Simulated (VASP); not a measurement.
# H16SO10 in VASP: a series of runs, part 4 of 4

VASP 6.6.1. The steps go on from the part before.

### Step 5. Single point, PBE+D3(BJ)

The input, INCAR:

```
  PREC = Accurate
  ENCUT = 520
  EDIFF = 1E-7
  ISMEAR = -1
  SIGMA = 0.05
  LREAL = Auto
  LASPH = True
  NELM = 80
  ALGO = Normal
  ISIF = 2
  LWAVE = False
  LCHARG = False
  GGA = PE
  IVDW = 12
  NBANDS = 60
```

The input, KPOINTS:

```
regular mesh
0
Gamma
  1 1 1
```

The input, POSCAR:

```
H16SO10
1.0
    6.3096690000      0.0000000000      0.0000000000
    0.0000000000      6.3096690000      0.0000000000
    0.0000000000      0.0000000000      6.3096690000
O H S
10 16 1
Direct
    0.6340744657      0.0940302891      0.5362880367
   -0.0538697038     -0.0139626976      0.1229541518
    0.1787415473      0.3693379161      0.1439219712
    0.6004910876      0.3475776622     -0.0824924414
    0.5155262503      0.9581168204      0.1301653066
    0.9294148394      0.4818002339      0.7235086341
    0.2342753637      0.1579480635      0.6641869803
    0.2828357557      0.6793541785      0.9027890370
    0.7411323795      0.5310896657      0.2919170562
    0.4063129144      0.6374977832      0.4524801539
    0.5559879607      0.1850651754      0.6317605567
    0.7722592104      0.1667440875      0.5481428582
   -0.0297638434      0.1405937459      0.1469649200
    0.0276718161     -0.0239315248     -0.0072428522
    0.1967298126      0.5022291978      0.0703840407
    0.1083892039      0.4244279692      0.2710760263
    0.4577894657      0.4043476766     -0.0947751776
    0.6299538058      0.4125256016      0.0652649133
    0.4595486705      1.0818792555      0.2113898526
    0.6674201135      0.9953929438      0.0886100364
    0.8946903554      0.4922603706      0.5779542477
    0.7989325589      0.4321304335      0.7947485042
    0.1379945604      0.2894605089      0.6660888234
    0.2718209149      0.1592159589      0.5195676667
    0.2351945879      0.7086108637      0.7513547858
    0.3454697861      0.8063497467      0.9746945521
    0.6252467443      0.6993076816      0.4064397039
```

Launch:

```
> cat potpaw_PBE.64/O/POTCAR potpaw_PBE.64/H/POTCAR potpaw_PBE.64/S/POTCAR > POTCAR
> mpirun -np 1 vasp_gam > vasp.out
```

Run time: 21 s. Hardware: 1 thread of Intel Xeon Platinum 8488C (Sapphire Rapids), shared host; peak memory 0.3 GiB.

Results (log left out):

```yaml
Free_energy: -133.7717 eV
Pressure: 1.1 GPa
Largest_force: 2.603 eV/Å
Band_gap_on_the_k_mesh: 2.99 eV
Dispersion_energy_per_atom: -0.049 eV
```

Forces on the atoms (eV/Å):
```
O    1.264  0.906 -0.101
O   -0.192  1.225 -0.041
O   -0.818 -1.159  1.827
O    0.262  0.796  2.153
O    0.438  0.338  0.300
O    1.365 -0.027  0.306
O   -1.640  1.607  1.224
O   -0.355  0.731 -1.220
O    0.087  0.028 -0.182
O    0.536  0.401  0.126
H   -0.824 -0.054  0.684
H   -0.224 -0.721 -0.344
H    0.056 -0.499  0.077
H    0.074 -0.575 -0.357
H    0.216  1.058 -1.411
H    0.243 -0.294 -0.118
H   -0.463  0.152 -0.677
H    0.319 -0.837 -1.297
H    0.553 -0.736 -0.604
H   -0.801 -0.254  0.304
H   -0.377  0.250 -1.301
H   -0.600 -0.144  0.381
H    0.570 -1.166  0.804
H    0.578 -0.413 -1.686
H    0.660 -0.046  1.995
H    0.092 -0.278 -0.742
S   -1.018 -0.290 -0.101
```

Stress tensor (GPa, compression positive):
```
 1.43  0.35 -1.18
 0.35 -0.02 -0.29
-1.18 -0.29  1.75
```

Levels at points of the mesh, in eV from the valence-band top:
| k point | band 39 | band 40 | band 41 | band 42 | band 43 | band 44 |
| --- | --- | --- | --- | --- | --- | --- |
| (0.00, 0.00, 0.00) | -0.28 | -0.08 | 0.00 | 2.99 | 5.03 | 7.32 |

Caveat: the k points lie up to 1.00 Å⁻¹ apart.

### Step 6. Single point, PBE+D3(BJ)

The input, INCAR:

```
PREC     = Accurate       # precision mode
ENCUT    = 910            # plane-wave cutoff, eV
EDIFF    = 1E-6           # SCF threshold, eV
ISMEAR   = -1             # smearing method
SIGMA    = 0.05           # smearing width, eV
LREAL    = Auto         
LASPH    = True           # aspherical terms in the spheres
NELM     = 120            # most SCF steps
ALGO     = Normal         # electronic algorithm
ISIF     = 2              # what is computed and relaxed
LWAVE    = False          # write WAVECAR
LCHARG   = False          # write CHGCAR
GGA      = PE             # functional
IVDW     = 12             # dispersion correction
NBANDS   = 60             # bands
GGA_COMPAT= False
```

KPOINTS is that of step 5.

The input, POSCAR:

```
H16SO10
1.0
    6.3096690000      0.0000000000      0.0000000000
    0.0000000000      6.3096690000      0.0000000000
    0.0000000000      0.0000000000      6.3096690000
O H S
10 16 1
Direct
    0.6650488502      0.1443521726      0.5818486717
   -0.0672565580      0.0007989292      0.1646574150
    0.1959863865      0.3467049837      0.1912936863
    0.5553707933      0.4363981268     -0.1166383105
    0.5001464453      0.9897394440      0.1018723429
    0.8845700389      0.5327277440      0.6340015108
    0.0963896972     -0.0341989871      0.5777686049
    0.2143514741      0.7306183375      0.9293096080
    0.7346781258      0.5797659005      0.2233509981
    0.4356457335      0.6116086760      0.4738304553
    0.6154888344      0.2115446398      0.7136074583
    0.7926228987      0.0654948644      0.6208941535
    0.0116042955      0.1364621277      0.1624352118
    0.0147090297     -0.0984748860      0.0753768721
    0.1749323546      0.4646554685      0.0911145489
    0.2543837278      0.4192687143      0.3159626341
    0.4300117474      0.5267509323     -0.1372743951
    0.6035318781      0.4679738278      0.0295017174
    0.4350189863      1.1277062817      0.1307704891
    0.6558933184      1.0109913093      0.1098667379
    0.8539118359      0.3995036773      0.5565422666
    0.7816693356      0.5176475984      0.7531221688
    0.2133995292      0.0668991246      0.5686086274
    0.0492580304     -0.0522833679      0.4291707559
    0.1707398381      0.7700364264      0.7840172733
    0.3310524118      0.8292530749      0.9703357260
    0.6409743611      0.6947311591      0.4027891715
```

Potentials or basis: VASP PAW PBE potentials, release 64 (O_h, H_h, S).

Launch:

```
> cat potpaw_PBE.64/O_h/POTCAR potpaw_PBE.64/H_h/POTCAR potpaw_PBE.64/S/POTCAR > POTCAR
> mpirun -np 1 vasp_gam > vasp.out
```

Run time: 68 s. Hardware: 1 thread of AMD EPYC 7R43 (Zen 3), shared host; peak memory 0.47 GiB.

The run converged. Its results:

| Quantity | Value |
| --- | --- |
| Free energy | -135.9983 eV |
| Pressure | -0.1 GPa |
| Largest force | 0.473 eV/Å |
| Band gap on the k mesh | 3.69 eV |
| Dispersion energy per atom | -0.049 eV |

Forces in eV/Å, atoms in the order of the input:
```
O    0.063  0.108  0.064
O    0.065  0.005  0.027
O   -0.001  0.107 -0.058
O    0.064 -0.036 -0.057
O    0.151  0.084 -0.018
O   -0.081 -0.240 -0.160
O    0.187  0.198 -0.107
O   -0.039 -0.029  0.003
O   -0.204  0.167  0.311
O    0.389  0.128 -0.235
H   -0.031  0.014 -0.029
H   -0.002  0.017  0.001
H    0.007  0.015 -0.008
H   -0.011 -0.003 -0.003
H   -0.013 -0.106  0.044
H    0.027 -0.008  0.033
H   -0.006  0.033 -0.024
H    0.015 -0.008 -0.022
H   -0.033 -0.032 -0.015
H   -0.152 -0.031 -0.032
H    0.119  0.054  0.215
H   -0.088 -0.001  0.009
H   -0.188 -0.238  0.018
H    0.043  0.002  0.091
H    0.020  0.060  0.015
H   -0.003  0.013  0.018
S   -0.302 -0.272 -0.082
```

Stress tensor (GPa, compression positive):
```
-0.90  0.05 -0.20
 0.05 -0.27 -0.07
-0.20 -0.07  0.85
```

Levels at points of the mesh, in eV from the valence-band top:
| k point | band 37 | band 38 | band 39 | band 40 | band 41 | band 42 | band 43 | band 44 | band 45 | band 46 |
| --- | --- | --- | --- | --- | --- | --- | --- | --- | --- | --- |
| (0.00, 0.00, 0.00) | -0.66 | -0.56 | -0.41 | -0.27 | 0.00 | 3.69 | 5.32 | 7.56 | 7.71 | 8.41 |

Caveat: the k points lie up to 1.00 Å⁻¹ apart; the cutoff is under 1.25 times the usual one of these potentials, so pressure, stress and relaxed cells hold a basis-set (Pulay) error.
